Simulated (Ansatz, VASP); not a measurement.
**GaAs: VASP beside Ansatz**

File POSCAR:

```
GaAs
1.0
    0.0000000000      2.8822925071      2.8822925071
    2.8822925071      0.0000000000      2.8822925071
    2.8822925071      2.8822925071      0.0000000000
As Ga
1 1
Direct
    0.7500000000      0.7500000000      0.7500000000
    0.0000000000      0.0000000000      0.0000000000
```

The input INCAR.step1:

```
SYSTEM = GaAs
ALGO = Normal ; EDIFF = 1E-5
ENCUT = 520 ; GGA = PE
ISIF = 2 ; ISMEAR = -1
LASPH = .TRUE. ; LCHARG = .FALSE.
LREAL = .FALSE. ; LWAVE = .TRUE.
NBANDS = 16 ; NELM = 100
PREC = Accurate ; SIGMA = 0.05
```

INCAR.step2

```
SYSTEM = GaAs
AEXX = 1.0 ; AGGAC = 0.0
ALDAC = 0.0 ; ALGO = Normal
EDIFF = 1E-6 ; ENCUT = 520
GGA = PE ; ISIF = 2
ISMEAR = -1 ; ISTART = 1
LASPH = .TRUE. ; LCHARG = .FALSE.
LHFCALC = .TRUE. ; LREAL = .FALSE.
LWAVE = .FALSE. ; NBANDS = 16
NELM = 100 ; PREC = Accurate
PRECFOCK = Normal ; SIGMA = 0.05
```

Contents of KPOINTS:

```
k-points
0
G
  4 4 4
  0 0 0
```

input.yaml

```yaml
crystal:
  lattice:
    - [0.0, 2.8822925071, 2.8822925071]
    - [2.8822925071, 0.0, 2.8822925071]
    - [2.8822925071, 2.8822925071, 0.0]
  atoms:
    - { symbol: As, position: [0.75, 0.75, 0.75] }
    - { symbol: Ga, position: [0.0, 0.0, 0.0] }
hamiltonian:
  xc: hf
  pseudopotentials: { kind: paw }
kpoints:
  mp_grid: { grid: [4, 4, 4] }
scf:
  occupations: { method: fermi_dirac, width: 0.05 }
output:
  forces: true
  stress: true
  eigenvalues: true
```

Alike in both runs: task single point; functional HF; k mesh 4 × 4 × 4; occupations fermi-dirac, width 0.05 eV; no spin polarisation.

|  | VASP | Ansatz |
| --- | --- | --- |
| version | VASP 6.6.1 | Ansatz 0.2.0 |
| potentials or method | VASP PAW PBE potentials, release 64 (As, Ga_d) | Ansatz PAW |
| plane-wave cutoff (eV) | 520 | 420 |
| valence electrons in the cell | 18 | 28 |

```csv
,VASP,Ansatz,Ansatz less VASP
gap on the k mesh at the Fermi level (eV),7.25,7.08,-0.171
least direct gap on the mesh (eV),7.25,7.08,-0.171
pressure (GPa),-1.5,-0.1,+1.37
```

VASP's potentials were made for PBE, not for HF. The functional is the same, so the differences come from potentials, cutoffs and numerics. VASP's potentials hold 18 valence electrons a cell and Ansatz's 28, so a difference there can come from the potentials and not from the codes.

The k mesh is coarse, so the values compare programs but aren't converged.
